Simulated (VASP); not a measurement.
# KF (I4/mmm) in VASP: a series of runs

Runs on KF. Level: PBE. Tasks: single point.

All numbers are computed with VASP 6.6.1; they aren't measurements. Logs are shortened: lines on timing, memory, paths and dates and some standing lists are left out, and cuts for length are marked.

### Step 1. The cell of the first run

It takes space group I4/mmm (No. 139, tetragonal). Conventional cell: a = 3.781 Å, b = 3.781 Å, c = 5.213 Å, α = 90.00°, β = 90.00°, γ = 90.00°. Within 3.4 Å of K (site symmetry 4/mmm) lie 6 F at 2.61 to 2.67 Å. F (site symmetry 4/mmm) has 6 K at 2.61 to 2.67 Å within 3.4 Å.

### Step 2. Single point, PBE (strain +0.000 along x and y, -0.025 along z)

File INCAR:

```
  PREC = Accurate
  ENCUT = 520
  EDIFF = 1E-7
  ISMEAR = 0
  SIGMA = 0.05
  LREAL = False
  LASPH = True
  NELM = 60
  ALGO = Normal
  ISIF = 2
  LWAVE = False
  LCHARG = False
  GGA = PE
  NBANDS = 15
```

File KPOINTS:

```
regular mesh
0
Gamma
  8 8 8
```

File POSCAR:

```
KF
1.0
    0.0000000000      2.6735000000      2.6066625000
    2.6735000000      0.0000000000      2.6066625000
    2.6735000000      2.6735000000      0.0000000000
K F
1 1
Direct
    0.0000000000      0.0000000000      0.0000000000
    0.5000000000      0.5000000000      0.5000000000
```

Potentials or basis: VASP PAW PBE potentials, release 64 (K_sv, F).

The run is started by

```console
> cat potpaw_PBE.64/K_sv/POTCAR potpaw_PBE.64/F/POTCAR > POTCAR
> mpirun -np 1 vasp_std > vasp.out
```

OUTCAR:

```text
PREC = Accurate
   ENCUT = 520
   EDIFF = 1E-7
   ISMEAR = 0
   LREAL = False
   LASPH = True
   NELM = 60
   ISIF = 2
   GGA = PE

 ion  position               nearest neighbor table
   1  0.000  0.000  0.000-   2 2.61   2 2.61   2 2.67   2 2.67   2 2.67   2 2.67
   2  0.500  0.500  0.500-   1 2.61   1 2.61   1 2.67   1 2.67   1 2.67   1 2.67

  LATTYP: Found a body centered tetragonal cell.
 ALAT       =     3.7808999590
 C/A-ratio  =     1.3788582233

  Lattice vectors:

 A1 = (   0.0000000000,  -2.6735000000,  -2.6066625000)
 A2 = (   0.0000000000,   2.6735000000,  -2.6066625000)
 A3 = (   2.6735000000,   0.0000000000,   2.6066625000)

Analysis of symmetry for initial positions (statically):
=====================================================================
 Subroutine PRICEL returns:
 Original cell was already a primitive cell.

 Routine SETGRP: Setting up the symmetry group for a
 body centered tetragonal supercell.

 Subroutine GETGRP returns: Found 16 space group operations
 (whereof 16 operations were pure point group operations)
 out of a pool of 16 trial point group operations.

The static configuration has the point symmetry D_4h.

Analysis of symmetry for dynamics (positions and initial velocities):
=====================================================================
 Subroutine PRICEL returns:
 Original cell was already a primitive cell.

 Routine SETGRP: Setting up the symmetry group for a
 body centered tetragonal supercell.

 Subroutine GETGRP returns: Found 16 space group operations
 (whereof 16 operations were pure point group operations)
 out of a pool of 16 trial point group operations.

The dynamic configuration has the point symmetry D_4h.

 Subroutine INISYM returns: Found 16 space group operations
 (whereof 16 operations are pure point group operations),
 and found     1 'primitive' translations

----------------------------------------------------------------------------------------

                                     Primitive cell

  volume of cell :      37.2628

  direct lattice vectors                    reciprocal lattice vectors
     0.000000000  2.673500000  2.606662500    -0.187020759  0.187020759  0.191816163
     2.673500000  0.000000000  2.606662500     0.187020759 -0.187020759  0.191816163
     2.673500000  2.673500000  0.000000000     0.187020759  0.187020759 -0.191816163

  length of vectors
     3.733937819  3.733937819  3.780899959     0.326721547  0.326721547  0.326721547

  position of ions in fractional coordinates (direct lattice)
     0.000000000  0.000000000  0.000000000
     0.500000000  0.500000000  0.500000000

  ion indices of the primitive-cell ions
   primitive index   ion index
                 1           1
                 2           2

----------------------------------------------------------------------------------------

 KPOINTS: regular mesh

Automatic generation of k-mesh.
 Grid dimensions read from file:
 generate k-points for:    8    8    8

 Generating k-lattice:

  Cartesian coordinates                     Fractional coordinates (reciprocal lattice)
    -0.023377595  0.023377595  0.023977020     0.125000000  0.000000000  0.000000000
     0.023377595 -0.023377595  0.023977020     0.000000000  0.125000000  0.000000000
     0.023377595  0.023377595 -0.023977020     0.000000000  0.000000000  0.125000000

  Length of vectors
     0.040840193  0.040840193  0.040840193

  Shift w.r.t. Gamma in fractional coordinates (k-lattice)
     0.000000000  0.000000000  0.000000000

 Subroutine IBZKPT returns following result:
 ===========================================

 Found     59 irreducible k-points:

 Following reciprocal coordinates:
            Coordinates               Weight
  0.000000  0.000000  0.000000      1.000000
  0.125000  0.000000  0.000000      8.000000
  0.250000  0.000000  0.000000      8.000000
  0.375000 -0.000000  0.000000      8.000000
  0.500000  0.000000  0.000000      4.000000
  0.125000  0.125000  0.000000      2.000000
[... 16 lines left out ...]
  0.250000  0.000000  0.125000     16.000000
  0.375000  0.000000  0.125000     16.000000
 [... further k-points ...]
   k-points           NKPTS =     59   k-points in BZ     NKDIM =     59   number of bands    NBANDS=     15
   number of dos      NEDOS =    301   number of ions     NIONS =      2
   total plane-waves  NPLWV =  21952
   dimension x,y,z NGX =    28 NGY =   28 NGZ =   28
   dimension x,y,z NGXF=    56 NGYF=   56 NGZF=   56
   ions per type =               1   1
   NGX,Y,Z   is equivalent  to a cutoff of  12.47, 12.47, 12.31 a.u.
   NGXF,Y,Z  is equivalent  to a cutoff of  24.93, 24.93, 24.62 a.u.
 SYSTEM =  unknown system
   PREC   = accura    normal or accurate (medium, high low for compatibility)
   ISTART =      0    job   : 0-new  1-cont  2-samecut
   ICHARG =      2    charge: 1-file 2-atom 10-const
   ISPIN  =      1    spin polarized calculation?
   LNONCOLLINEAR =      F non collinear calculations
   LSORBIT =      F    spin-orbit coupling
   LASPH  =      T    aspherical Exc in radial PAW
   ENCUT  =  520.0 eV  38.22 Ry    6.18 a.u.   6.94  6.94  7.03*2*pi/ulx,y,z
   NELM   =     60;   NELMIN=  2; NELMDL= -5     # of ELM steps
   EDIFF  = 0.1E-06   stopping-criterion for ELM
   LREAL  =      F    real-space projection
   EDIFFG = 0.1E-05   stopping-criterion for IOM
   NSW    =      0    number of steps for IOM
   IBRION =     -1    ionic relax: 0-MD 1-quasi-New 2-CG
   NFREE  =      0    steps in history (QN), initial steepest desc. (CG)
   ISIF   =      2    stress and relaxation
   ISYM   =      2    0-nonsym 1-usesym 2-fastsym
   POTIM  = 0.5000    time-step for ionic-motion
   TEBEG  =    0.0;   TEEND  =   0.0 temperature during run
   PSTRESS=    0.0 pullay stress
   NELECT =      16.0000    total number of electrons
   NUPDOWN=      -1.0000    fix difference up-down
   EMIN   =  10.00;   EMAX   =-10.00  energy-range for DOS
   EFERMI =   0.00;   METHOD = LEGACY
   ISMEAR =     0;   SIGMA  =   0.05  broadening in eV -4-tet -1-fermi 0-gaus
   EFERMI_NEDOS =   21; number of points for ismear=-14 and -15
   IALGO  =     38    algorithm
   IMIX   =      4    mixing-type and parameters
     AMIX     =   0.40;   BMIX     =  1.00
     AMIX_MAG =   1.60;   BMIX_MAG =  1.00
  volume/ion in A,a.u.               =      18.63       125.73
  Fermi-wavevector in a.u.,A,eV,Ry     =   1.235065  2.333934 20.754126  1.525385
  Thomas-Fermi vector in A             =   2.369730
   LORBIT       =      0    0 simple, 1 ext, 2 COOP (PROOUT), +10 PAW based schemes
   GGA     = PE    functional components
   LHFCALC =     F    Hartree Fock is set to
   AEXX    =    0.0000 exact exchange contribution
   IVDW    =     0    specifies the selected vdW correction
   LEPSILON=     F    determine dielectric tensor
   LRPA    =     F    only Hartree local field effects (RPA)
 non-spin polarized calculation
 Gauss-broadening in eV      SIGMA  =   0.05
  energy-cutoff  :      520.00
  volume of cell :       37.26
 maximum number of plane-waves:      1020
   NGX = 13   NGY = 13   NGZ = 13

 number of electron      16.0000010 magnetization

 Free energy of the ion-electron system (eV)
  ---------------------------------------------------
  ext. energy  EPLUGINS =         0.00000000
  ---------------------------------------------------
  free energy    TOTEN  =        -8.27527517 eV

  energy without entropy =       -8.27527517  energy(sigma->0) =       -8.27527517

 E-fermi :  -2.5080     XC(G=0):  -8.5099

 val. band max:       -2.7107613386   @ k =   0.0000   0.0000   0.0000
 cond. band min:       3.5461316959   @ k =   0.0000   0.0000   0.0000
 fundamental gap:      6.2568930345
 Fermi energy:        -2.5080141239

 k-point     1 :       0.0000    0.0000    0.0000
  band No.  band energies     occupation
      1     -28.8118      2.00000
      2     -21.4099      2.00000
      3     -12.0460      2.00000
      4     -12.0460      2.00000
      5     -12.0424      2.00000
      6      -2.7546      2.00000
      7      -2.7546      2.00000
      8      -2.7108      2.00000
      9       3.5461      0.00000
     10       7.9587      0.00000
     11       7.9587      0.00000
     12       8.1050      0.00000
     13       9.5813      0.00000
     14       9.8426      0.00000
     15      14.3610      0.00000

 k-point     2 :       0.1250    0.0000    0.0000
  band No.  band energies     occupation
      1     -28.7965      2.00000
      2     -21.4251      2.00000
      3     -12.0878      2.00000
      4     -12.0538      2.00000
      5     -12.0465      2.00000
      6      -2.8872      2.00000
      7      -2.8080      2.00000
      8      -2.7819      2.00000
      9       3.9875      0.00000
     10       7.7548      0.00000
     11       8.1760      0.00000
     12       8.2727      0.00000
     13       9.7339      0.00000
     14       9.9934      0.00000
     15      15.1261      0.00000

 k-point     3 :       0.2500    0.0000    0.0000
  band No.  band energies     occupation
      1     -28.7591      2.00000
      2     -21.4608      2.00000
      3     -12.1900      2.00000
      4     -12.0724      2.00000
      5     -12.0539      2.00000
      6      -3.1923      2.00000
      7      -2.9340      2.00000
      8      -2.9227      2.00000
      9       5.0821      0.00000
     10       7.4268      0.00000
     11       8.7073      0.00000
     12       8.8025      0.00000
     13      10.2143      0.00000
     14      10.4461      0.00000
     15      16.1481      0.00000
[... 343 lines left out ...]
 k-point    23 :       0.2500    0.0000    0.1250
  band No.  band energies     occupation
      1     -28.7634      2.00000
      2     -21.4477      2.00000
      3     -12.1696      2.00000
      4     -12.1032      2.00000
      5     -12.0869      2.00000
      6      -3.1869      2.00000
      7      -2.8547      2.00000
      8      -2.8072      2.00000
      9       4.9406      0.00000
     10       7.0628      0.00000
     11       8.8441      0.00000
     12       8.9759      0.00000
     13      10.0390      0.00000
     14      10.2924      0.00000
     15      16.4567      0.00000

 k-point    24 :       0.3750    0.0000    0.1250
  band No.  band energies     occupation
      1     -28.7262      2.00000
      2     -21.4789      2.00000
      3     -12.2824      2.00000
      4     -12.1233      2.00000
      5     -12.1094      2.00000
      6      -3.3466      2.00000
      7      -3.0096      2.00000
      8      -2.9442      2.00000
      9       6.0508      0.00000
     10       7.0943      0.00000
     11       9.1761      0.00000
     12       9.4681      0.00000
     13      10.7328      0.00000
     14      11.0185      0.00000
     15      14.9962      0.00000

 [... further k-points ...]
[... 5 lines left out ...]
  --------------------------------------------------------------------------------------
  -------------------------------------------------------------------------------------
  Total        0.4155734      0.4155734      0.8329525      0.0000000      0.0000000      0.0000000
  in kB       17.8682962     17.8682962     35.8142329      0.0000000      0.0000000      0.0000000
  external PRESSURE =      23.8502751 kB  Pullay stress =       0.0000000 kB

 VOLUME and BASIS-vectors are now :
 -----------------------------------------------------------------------------
  energy-cutoff  :      520.00
  volume of cell :       37.26
      direct lattice vectors                 reciprocal lattice vectors
     0.000000000  2.673500000  2.606662500    -0.187020759  0.187020759  0.191816163
     2.673500000  0.000000000  2.606662500     0.187020759 -0.187020759  0.191816163
     2.673500000  2.673500000  0.000000000     0.187020759  0.187020759 -0.191816163

 POSITION                                       TOTAL-FORCE (eV/Angst)
 -----------------------------------------------------------------------------------
      0.00000      0.00000      0.00000        -0.000000     -0.000000      0.000000
      2.67350      2.67350      2.60666         0.000000      0.000000      0.000000
 -----------------------------------------------------------------------------------
    total drift:                                0.000000      0.000000      0.000000

  FREE ENERGIE OF THE ION-ELECTRON SYSTEM (eV)
  ---------------------------------------------------
  free  energy   TOTEN  =        -8.2752751682 eV

  energy  without entropy=       -8.2752751682  energy(sigma->0) =       -8.27527517
```

It took 30 s on 1 thread of Intel Xeon Platinum 8488C (Sapphire Rapids), shared host; peak memory 0.17 GiB.

What came out:

```
Free energy            : -8.2753 eV
Pressure               : 2.4 GPa
Band gap on the k mesh : 6.26 eV, direct
```

Caveat: the cell differs from its parent crystal (strain +0.000 along x and y, -0.025 along z). A k mesh can miss the band edges.

### Step 3. Single point, PBE (strain -0.025 along x and y, +0.025 along z)

File INCAR:

```
SYSTEM = KF
ALGO     = Normal         ! electronic algorithm
EDIFF    = 1E-7           ! SCF threshold, eV
ENCUT    = 520            ! plane-wave cutoff, eV
GGA      = PE             ! functional
ISIF     = 2              ! what is computed and relaxed
ISMEAR   = 0              ! smearing method
LASPH    = .TRUE.         ! aspherical terms in the spheres
LCHARG   = .TRUE.         ! write CHGCAR
LELF     = .TRUE.         ! ELF
LREAL    = .FALSE.        ! projectors in reciprocal space
LVHAR    = .TRUE.       
LWAVE    = .FALSE.        ! write WAVECAR
NBANDS   = 15             ! bands
NELM     = 60             ! most SCF steps
PREC     = Accurate       ! precision mode
SIGMA    = 0.05           ! smearing width, eV
```

File KPOINTS:

```
k-points
0
G
  8 8 8
  0 0 0
```

File POSCAR:

```
KF
1.0
    0.0000000000      2.6066625000      2.7403375000
    2.6066625000      0.0000000000      2.7403375000
    2.6066625000      2.6066625000      0.0000000000
K F
1 1
Direct
    0.0000000000      0.0000000000      0.0000000000
    0.5000000000      0.5000000000      0.5000000000
```

Potentials or basis: VASP PAW PBE potentials, release 64 (K_sv, F).

The run is started by

```console
> cat potpaw_PBE.64/K_sv/POTCAR potpaw_PBE.64/F/POTCAR > POTCAR
> mpirun -np 1 vasp_std > vasp.out
```

Wall time 32 s (1 thread of Intel Xeon Platinum 8259CL at 2.50GHz (Skylake/Cascade Lake), shared host); peak memory 0.17 GiB.

Results (log left out):

- Free energy: -8.2659 eV
- Pressure: 2.6 GPa
- Band gap on the k mesh: 6.25 eV, direct

Stress tensor (GPa, compression positive):
```
3.63 0.00 0.00
0.00 3.63 0.00
0.00 0.00 0.49
```

Levels at points of the mesh, in eV from the valence-band top:
```csv
k point,band 5,band 6,band 7,band 8,band 9,band 10,band 11,band 12
"(0.00, 0.00, 0.00)",-9.32,-0.07,0.00,0.00,6.25,10.54,10.83,10.83
"(0.50, 0.00, 0.00)",-9.33,-0.85,-0.40,-0.39,9.13,10.75,12.03,12.33
"(0.50, 0.50, 0.00)",-9.51,-0.31,-0.04,-0.04,8.32,10.42,11.66,13.75
"(0.50, 0.00, 0.50)",-9.54,-0.18,-0.13,-0.05,8.15,10.42,12.13,13.71
```

Caveat: the cell differs from its parent crystal (strain -0.025 along x and y, +0.025 along z). A k mesh can miss the band edges.

### Step 4. Single point, PBE (strain +0.000 along x and y, +0.025 along z)

File INCAR:

```
SYSTEM = KF
  PREC = Accurate
  ENCUT = 520
  EDIFF = 1E-7
  ISMEAR = 0
  SIGMA = 0.05
  LREAL = .FALSE.
  LASPH = .TRUE.
  NELM = 60
  ALGO = Normal
  ISIF = 2
  LWAVE = .FALSE.
  LCHARG = .TRUE.
  GGA = PE
  LELF = .TRUE.
  LVHAR = .TRUE.
  NBANDS = 15
```

File KPOINTS:

```
Automatic mesh
0
G
  8 8 8
  0 0 0
```

File POSCAR:

```
KF
1.0
    0.0000000000      2.6735000000      2.7403375000
    2.6735000000      0.0000000000      2.7403375000
    2.6735000000      2.6735000000      0.0000000000
K F
1 1
Direct
    0.0000000000      0.0000000000      0.0000000000
    0.5000000000      0.5000000000      0.5000000000
```

The run is started by

```console
> cat potpaw_PBE.64/K_sv/POTCAR potpaw_PBE.64/F/POTCAR > POTCAR
> mpirun -np 1 vasp_std > vasp.out
```

Wall time 32 s (1 thread of Intel Xeon Platinum 8259CL at 2.50GHz (Skylake/Cascade Lake), shared host); peak memory 0.17 GiB.

The run converged. Its results:

| Quantity | Value |
| --- | --- |
| Free energy | -8.2950 eV |
| Pressure | 0.6 GPa |
| Band gap on the k mesh | 6.02 eV, direct |

Stress tensor (GPa, compression positive):
```
 0.97  0.00  0.00
 0.00  0.97  0.00
 0.00  0.00 -0.24
```

Levels at points of the mesh, in eV from the valence-band top:
| k point | band 6 | band 7 | band 8 | band 9 | band 10 | band 11 |
| --- | --- | --- | --- | --- | --- | --- |
| (0.00, 0.00, 0.00) | -0.03 | 0.00 | 0.00 | 6.02 | 10.51 | 10.64 |
| (0.50, 0.00, 0.00) | -0.77 | -0.34 | -0.33 | 8.94 | 10.40 | 11.86 |
| (0.50, 0.50, 0.00) | -0.27 | -0.06 | -0.06 | 8.23 | 10.14 | 11.43 |
| (0.50, 0.00, 0.50) | -0.22 | -0.10 | -0.06 | 8.14 | 10.15 | 11.67 |

Caveat: the cell differs from its parent crystal (strain +0.000 along x and y, +0.025 along z). A k mesh can miss the band edges.

(Continued in part 2 of 2.)
